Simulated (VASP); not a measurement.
# Cd (Fd-3m) in VASP: relaxation of cell and atoms with r2SCAN

Aim: the relaxation of cell and atoms of Cd with r2SCAN.

Everything below comes from runs of VASP 6.6.1. Logs are shortened: lines on timing, memory, paths and dates and some standing lists are left out, and cuts for length are marked.

## Step 1: The cell of the first run

It takes space group Fd-3m (No. 227, cubic). The conventional cell has a = 6.080 Å, b = 6.080 Å, c = 6.080 Å, α = 90.00°, β = 90.00°, γ = 90.00°. Within 3.5 Å of Cd (site symmetry -43m) lie 4 Cd at 2.63 Å.

This isn't the form of Cd at room conditions, which is hcp.

## Step 2: Relaxation of cell and atoms, r2SCAN

POSCAR

```
Cd
1.0
    0.0000000000      3.0400000000      3.0400000000
    3.0400000000      0.0000000000      3.0400000000
    3.0400000000      3.0400000000      0.0000000000
Cd
2
Direct
    0.0000000000      0.0000000000      0.0000000000
    0.2500000000      0.2500000000      0.2500000000
```

INCAR.step1

```
SYSTEM = Cd
ALGO = Normal
EDIFF = 1E-5
EDIFFG = -0.005
ENCUT = 600
GGA = PE
GGA_COMPAT = .FALSE.
IBRION = 2
ISIF = 3
ISMEAR = 0
LASPH = .TRUE.
LCHARG = .FALSE.
LREAL = .FALSE.
LWAVE = .TRUE.
NELM = 120
NELMIN = 4
NSW = 100
PREC = Accurate
SIGMA = 0.1
```

INCAR.step2

```
SYSTEM = Cd
ALGO = Normal
EDIFF = 1E-7
EDIFFG = -0.03
ENCUT = 600
GGA_COMPAT = .FALSE.
IBRION = 2
ISIF = 3
ISMEAR = 0
ISTART = 1
LASPH = .TRUE.
LCHARG = .FALSE.
LMIXTAU = .TRUE.
LREAL = .FALSE.
LWAVE = .FALSE.
METAGGA = R2SCAN
NELM = 120
NELMIN = 4
NSW = 80
PREC = Accurate
SIGMA = 0.1
```

KPOINTS

```
k-points
0
G
  5 5 5
  0 0 0
```

Potentials or basis: VASP PAW PBE potentials, release 64 (Cd_sv_GW).

Launch:

```bash
> cat potpaw_PBE.64/Cd_sv_GW/POTCAR > POTCAR
> cp INCAR.step1 INCAR
> mpirun -np 1 vasp_std > vasp.out
> cp INCAR.step2 INCAR
> mpirun -np 1 vasp_std > vasp.out
```

OUTCAR:

```text
SYSTEM = Cd
   EDIFF = 1E-7
   EDIFFG = -0.03
   ENCUT = 600
   IBRION = 2
   ISIF = 3
   ISMEAR = 0
   ISTART = 1
   LASPH = .TRUE.
   LREAL = .FALSE.
   METAGGA = R2SCAN
   NELM = 120
   NELMIN = 4
   NSW = 80
   PREC = Accurate

 ion  position               nearest neighbor table
   1  0.000  0.000  0.000-   2 2.63   2 2.63   2 2.63   2 2.63
   2  0.250  0.250  0.250-   1 2.63   1 2.63   1 2.63   1 2.63

  LATTYP: Found a face centered cubic cell.
 ALAT       =     6.0800000000

  Lattice vectors:

 A1 = (   0.0000000000,   3.0400000000,   3.0400000000)
 A2 = (   3.0400000000,   0.0000000000,   3.0400000000)
 A3 = (   3.0400000000,   3.0400000000,   0.0000000000)

Analysis of symmetry for initial positions (statically):
=====================================================================
 Subroutine PRICEL returns:
 Original cell was already a primitive cell.

 Routine SETGRP: Setting up the symmetry group for a
 face centered cubic supercell.

 Subroutine GETGRP returns: Found 48 space group operations
 (whereof 24 operations were pure point group operations)
 out of a pool of 48 trial point group operations.

The static configuration has the point symmetry T_d .
 The point group associated with its full space group is O_h .

Analysis of symmetry for dynamics (positions and initial velocities):
=====================================================================
 Subroutine PRICEL returns:
 Original cell was already a primitive cell.

 Routine SETGRP: Setting up the symmetry group for a
 face centered cubic supercell.

 Subroutine GETGRP returns: Found 48 space group operations
 (whereof 24 operations were pure point group operations)
 out of a pool of 48 trial point group operations.

The dynamic configuration has the point symmetry T_d .
 The point group associated with its full space group is O_h .

 Subroutine INISYM returns: Found 48 space group operations
 (whereof 24 operations are pure point group operations),
 and found     1 'primitive' translations

----------------------------------------------------------------------------------------

                                     Primitive cell

  volume of cell :      56.1889

  direct lattice vectors                    reciprocal lattice vectors
     0.000000000  3.040000000  3.040000000    -0.164473684  0.164473684  0.164473684
     3.040000000  0.000000000  3.040000000     0.164473684 -0.164473684  0.164473684
     3.040000000  3.040000000  0.000000000     0.164473684  0.164473684 -0.164473684

  length of vectors
     4.299209230  4.299209230  4.299209230     0.284876778  0.284876778  0.284876778

  position of ions in fractional coordinates (direct lattice)
     0.000000000  0.000000000  0.000000000
     0.250000000  0.250000000  0.250000000

  ion indices of the primitive-cell ions
   primitive index   ion index
                 1           1
                 2           2

----------------------------------------------------------------------------------------

 KPOINTS: k-points

Automatic generation of k-mesh.
 Grid dimensions read from file:
 generate k-points for:    5    5    5

 Generating k-lattice:

  Cartesian coordinates                     Fractional coordinates (reciprocal lattice)
    -0.032894737  0.032894737  0.032894737     0.200000000  0.000000000  0.000000000
     0.032894737 -0.032894737  0.032894737     0.000000000  0.200000000  0.000000000
     0.032894737  0.032894737 -0.032894737     0.000000000  0.000000000  0.200000000

  Length of vectors
     0.056975356  0.056975356  0.056975356

  Shift w.r.t. Gamma in fractional coordinates (k-lattice)
     0.000000000  0.000000000  0.000000000

 Subroutine IBZKPT returns following result:
 ===========================================

 Found     10 irreducible k-points:

 Following reciprocal coordinates:
            Coordinates               Weight
  0.000000  0.000000  0.000000      1.000000
  0.200000  0.000000  0.000000      8.000000
  0.400000  0.000000  0.000000      8.000000
  0.200000  0.200000  0.000000      6.000000
  0.400000  0.200000  0.000000     24.000000
 -0.400000  0.200000  0.000000     24.000000
 -0.200000  0.200000  0.000000     12.000000
  0.400000  0.400000  0.000000      6.000000
 -0.400000  0.400000  0.000000     12.000000
 -0.400000  0.400000  0.200000     24.000000
   k-points           NKPTS =     10   k-points in BZ     NKDIM =     10   number of bands    NBANDS=     24
   number of dos      NEDOS =    301   number of ions     NIONS =      2
   total plane-waves  NPLWV =  46656
   dimension x,y,z NGX =    36 NGY =   36 NGZ =   36
   dimension x,y,z NGXF=    72 NGYF=   72 NGZF=   72
   ions per type =               2
   NGX,Y,Z   is equivalent  to a cutoff of  13.92, 13.92, 13.92 a.u.
   NGXF,Y,Z  is equivalent  to a cutoff of  27.84, 27.84, 27.84 a.u.
 SYSTEM =  Cd
   PREC   = accura    normal or accurate (medium, high low for compatibility)
   ISTART =      1    job   : 0-new  1-cont  2-samecut
   ICHARG =      0    charge: 1-file 2-atom 10-const
   ISPIN  =      1    spin polarized calculation?
   LNONCOLLINEAR =      F non collinear calculations
   LSORBIT =      F    spin-orbit coupling
   LASPH  =      T    aspherical Exc in radial PAW
   ENCUT  =  600.0 eV  44.10 Ry    6.64 a.u.   8.59  8.59  8.59*2*pi/ulx,y,z
   NELM   =    120;   NELMIN=  4; NELMDL=  0     # of ELM steps
   EDIFF  = 0.1E-06   stopping-criterion for ELM
   LREAL  =      F    real-space projection
   EDIFFG = -.3E-01   stopping-criterion for IOM
   NSW    =     80    number of steps for IOM
   IBRION =      2    ionic relax: 0-MD 1-quasi-New 2-CG
   NFREE  =      1    steps in history (QN), initial steepest desc. (CG)
   ISIF   =      3    stress and relaxation
   ISYM   =      2    0-nonsym 1-usesym 2-fastsym
   POTIM  = 0.5000    time-step for ionic-motion
   TEBEG  =    0.0;   TEEND  =   0.0 temperature during run
   PSTRESS=    0.0 pullay stress
   NELECT =      40.0000    total number of electrons
   NUPDOWN=      -1.0000    fix difference up-down
   EMIN   =  10.00;   EMAX   =-10.00  energy-range for DOS
   EFERMI =   0.00;   METHOD = LEGACY
   ISMEAR =     0;   SIGMA  =   0.10  broadening in eV -4-tet -1-fermi 0-gaus
   EFERMI_NEDOS =   21; number of points for ismear=-14 and -15
   IALGO  =     38    algorithm
   IMIX   =      4    mixing-type and parameters
     AMIX     =   0.40;   BMIX     =  1.00
     AMIX_MAG =   1.60;   BMIX_MAG =  1.00
  volume/ion in A,a.u.               =      28.09       189.59
  Fermi-wavevector in a.u.,A,eV,Ry     =   1.461766  2.762338 29.072390  2.136760
  Thomas-Fermi vector in A             =   2.578059
   LORBIT       =      0    0 simple, 1 ext, 2 COOP (PROOUT), +10 PAW based schemes
   METAGGA = R2SCAN    functional components
   LHFCALC =     F    Hartree Fock is set to
   AEXX    =    0.0000 exact exchange contribution
   IVDW    =     0    specifies the selected vdW correction
   LEPSILON=     F    determine dielectric tensor
   LRPA    =     F    only Hartree local field effects (RPA)
 conjugate gradient relaxation of ions
 non-spin polarized calculation
 Gauss-broadening in eV      SIGMA  =   0.10
  energy-cutoff  :      600.00
  volume of cell :       56.19
 maximum number of plane-waves:      1895
 NGX is ok and might be reduce to    36
   NGX = 17   NGY = 17   NGZ = 17

--------------------------------------- Ionic step        1  -------------------------------------------

 number of electron      40.0000019 magnetization

 Free energy of the ion-electron system (eV)
  ---------------------------------------------------
  ext. energy  EPLUGINS =         0.00000000
  ---------------------------------------------------
  free energy    TOTEN  =       -39.18062752 eV

  energy without entropy =      -39.17031711  energy(sigma->0) =      -39.17547231

 E-fermi :   3.7108     XC(G=0): -10.2565

 val. band max:        3.6882332589   @ k =  -0.4000   0.4000   0.2000
 cond. band min:       4.2933334836   @ k =  -0.2000   0.2000   0.0000
 fundamental gap:      0.6051002247
 Fermi energy:         3.7107934212

 k-point     1 :       0.0000    0.0000    0.0000
  band No.  band energies     occupation
      1    -102.2572      2.00000
      2    -102.2285      2.00000
      3     -62.4236      2.00000
      4     -62.4236      2.00000
      5     -62.4236      2.00000
      6     -62.3308      2.00000
[... 16 lines left out ...]
     23      10.7897      0.00000
     24      10.7897      0.00000
[... 299 lines left out ...]
 POSITION                                       TOTAL-FORCE (eV/Angst)
 -----------------------------------------------------------------------------------
      6.44471      6.44471      6.44471         0.000000     -0.000000     -0.000000
      1.61118      1.61118      1.61118        -0.000000      0.000000      0.000000
 -----------------------------------------------------------------------------------
    total drift:                                0.000000      0.000000      0.000000

  FREE ENERGIE OF THE ION-ELECTRON SYSTEM (eV)
  ---------------------------------------------------
  free  energy   TOTEN  =       -39.3255452306 eV

  energy  without entropy=      -39.3136271015  energy(sigma->0) =      -39.31958617

--------------------------------------- Ionic step        3  -------------------------------------------

 number of electron      40.0000015 magnetization

 Free energy of the ion-electron system (eV)
  ---------------------------------------------------
  ext. energy  EPLUGINS =         0.00000000
  ---------------------------------------------------
  free energy    TOTEN  =       -39.33817611 eV

  energy without entropy =      -39.32764287  energy(sigma->0) =      -39.33290949

 E-fermi :   2.8648     XC(G=0):  -9.5582

 val. band max:        2.8417921553   @ k =  -0.4000   0.4000   0.2000
 cond. band min:       3.0955611212   @ k =  -0.2000   0.2000   0.0000
 fundamental gap:      0.2537689659
 Fermi energy:         2.8648432116

 k-point     1 :       0.0000    0.0000    0.0000
  band No.  band energies     occupation
      1    -103.0478      2.00000
      2    -103.0328      2.00000
      3     -63.2049      2.00000
      4     -63.2049      2.00000
      5     -63.2049      2.00000
      6     -63.1486      2.00000
[... 16 lines left out ...]
     23       9.2294      0.00000
     24       9.2294      0.00000
[... 263 lines left out ...]
 POSITION                                       TOTAL-FORCE (eV/Angst)
 -----------------------------------------------------------------------------------
      0.00000      0.00000      0.00000        -0.000000     -0.000000     -0.000000
      1.58899      1.58899      1.58899         0.000000      0.000000      0.000000
 -----------------------------------------------------------------------------------
    total drift:                                0.000000      0.000000      0.000000

  FREE ENERGIE OF THE ION-ELECTRON SYSTEM (eV)
  ---------------------------------------------------
  free  energy   TOTEN  =       -39.3381761146 eV

  energy  without entropy=      -39.3276428729  energy(sigma->0) =      -39.33290949

 reached required accuracy - stopping structural energy minimisation
```

Run time: 16 min. Hardware: 1 thread of AMD EPYC 7R43 (Zen 3), shared host; peak memory 0.2 GiB.

What came out:

- Free energy: -39.3382 eV
- Relaxed volume: 32.10 Å³/atom
- Relaxed cell: a = 4.494 Å, b = 4.494 Å, c = 4.494 Å, α = 60.00°, β = 60.00°, γ = 60.00°
- Space group after relaxing (to 0.1 Å): Fd-3m (No. 227)
- Energy gained by relaxing: 78.8 meV/atom
- Ionic steps: 3
- Pressure after relaxing: 0.0 GPa
- Band gap on the k mesh: zero (bands 20 and 21 overlap by 5.42 eV)

Step by step:
| step | energy change (eV) | largest force (eV/Å) | pressure (GPa) | volume (Å³) |
| --- | --- | --- | --- | --- |
| 1 | 0.0000 | 0.0000 | 7.09 | 56.19 |
| 2 | -0.1449 | 0.0000 | -1.42 | 66.92 |
| 3 | -0.1575 | 0.0000 | 0.02 | 64.19 |

Final structure:
```cif
data_structure
_symmetry_space_group_name_H-M 'P 1'
_symmetry_Int_Tables_number 1
_cell_length_a 4.4943
_cell_length_b 4.4943
_cell_length_c 4.4943
_cell_angle_alpha 60.000
_cell_angle_beta 60.000
_cell_angle_gamma 60.000
_cell_volume 64.19
loop_
_atom_site_label
_atom_site_type_symbol
_atom_site_fract_x
_atom_site_fract_y
_atom_site_fract_z
_atom_site_occupancy
Cd1 Cd 0.00000 0.00000 0.00000 1
Cd2 Cd 0.25000 0.25000 0.25000 1
```

Levels at points of the mesh, in eV from the Fermi level:
| k point | band 17 | band 18 | band 19 | band 20 | band 21 | band 22 | band 23 | band 24 |
| --- | --- | --- | --- | --- | --- | --- | --- | --- |
| (0.00, 0.00, 0.00) | -8.63 | -8.63 | -7.07 | 5.24 | 5.24 | 5.24 | 6.36 | 6.36 |

Caveat: the PAW data sets were made with another functional, which shifts forces and pressure a little.
